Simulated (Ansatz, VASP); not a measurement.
# Ti in VASP and in Ansatz

The input INCAR:

```
SYSTEM = Ti
PREC = Accurate
ENCUT = 520
EDIFF = 1E-7
ISMEAR = -1
SIGMA = 0.1
LREAL = .False.
LASPH = .True.
NELM = 100
ALGO = Normal
ISIF = 2
LWAVE = .False.
LCHARG = .True.
GGA = PE
LELF = .True.
LVHAR = .True.
NBANDS = 12
```

Contents of KPOINTS:

```
regular mesh
0
Gamma
  18 18 18
  0 0 0
```

The input POSCAR:

```
Ti
1.0
    0.0000000000      1.8278926141      1.8278926141
    1.8278926141      0.0000000000      1.8278926141
    1.8278926141      1.8278926141      0.0000000000
Ti
1
Direct
    0.0000000000      0.0000000000      0.0000000000
```

Input for Ansatz:

```yaml
crystal:
  lattice:
    - [0.0, 1.8278926141, 1.8278926141]
    - [1.8278926141, 0.0, 1.8278926141]
    - [1.8278926141, 1.8278926141, 0.0]
  atoms:
    - { symbol: Ti, position: [0.0, 0.0, 0.0] }
kpoints:
  mp_grid: { grid: [18, 18, 18] }
scf:
  occupations: { method: fermi_dirac, width: 0.1 }
hamiltonian:
  xc: pbe
  pseudopotentials: { kind: paw }
output:
  forces: true
  stress: true
  eigenvalues: true
```

Change from the starting cell: volume scaled by 0.701, to set the pressure.

Alike in both runs: task single point; functional PBE; k mesh 18 × 18 × 18; occupations fermi-dirac, width 0.1 eV; no spin polarisation.

```csv
,VASP,Ansatz
version,VASP 6.6.1,Ansatz 0.2.0
potentials or method,"VASP PAW PBE potentials, release 64 (Ti_sv)","PAW with Ansatz's default frozen-core files, scalar-relativistic"
plane-wave cutoff (eV),520,420
valence electrons in the cell,12,12
```

|  | VASP | Ansatz | Ansatz less VASP |
| --- | --- | --- | --- |
| pressure (GPa) | 66.5 | 67.7 | +1.16 |

Both programs put the cell under a high pressure, so it lies far from rest at this level.

Noted on VASP's run: the cell as given lies far from equilibrium.
